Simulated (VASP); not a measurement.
Runs of VASP 6.6.1 on GaP. The structure is that of space group F-43m (No. 216), or close to it. The cells are those of the table. 

```csv
level,spin,cell,k mesh,smearing,grid for exact exchange (PRECFOCK),share of exact exchange,screening parameter,pressure (GPa),moment (μB)
r2SCAN,"non-collinear, zero start, SOC","a = 3.931 Å, angles 60.0°, 2 atoms",8 × 8 × 8,gaussian 0.01 eV,-,-,-,-4.6,0.00
HSE06,off,"a = 3.777 Å, angles 60.0°, 2 atoms",6 × 6 × 6,gaussian 0.01 eV,Normal,0.25,0.2079 1/Å,(b),-
r2SCAN,"non-collinear, zero start, SOC","a = 3.970 Å, angles 60.0°, 2 atoms",8 × 8 × 8,fermi-dirac 0.02 eV,-,-,-,-6.4,0.00
r2SCAN,"non-collinear, zero start, SOC","a = 3.816 Å, angles 60.0°, 2 atoms",8 × 8 × 8,gaussian 0.01 eV,-,-,-,2.7,0.00
r2SCAN,"non-collinear, zero start, SOC","a = 3.893 Å, angles 60.0°, 2 atoms",8 × 8 × 8,gaussian 0.01 eV,-,-,-,(a),0.00
```

Alike in all rows: task single point; potentials or basis VASP PAW PBE potentials, release 64 (Ga_d, P); cutoff (eV) 520.

Question: Fill in the values left out.

Answer: (a) -2.5; (b) 6.7.

Caveats: the PAW data sets were made with another functional, which shifts forces and pressure a little; the cell stands under tension (at least some runs); the cell stands under pressure (at least some runs).
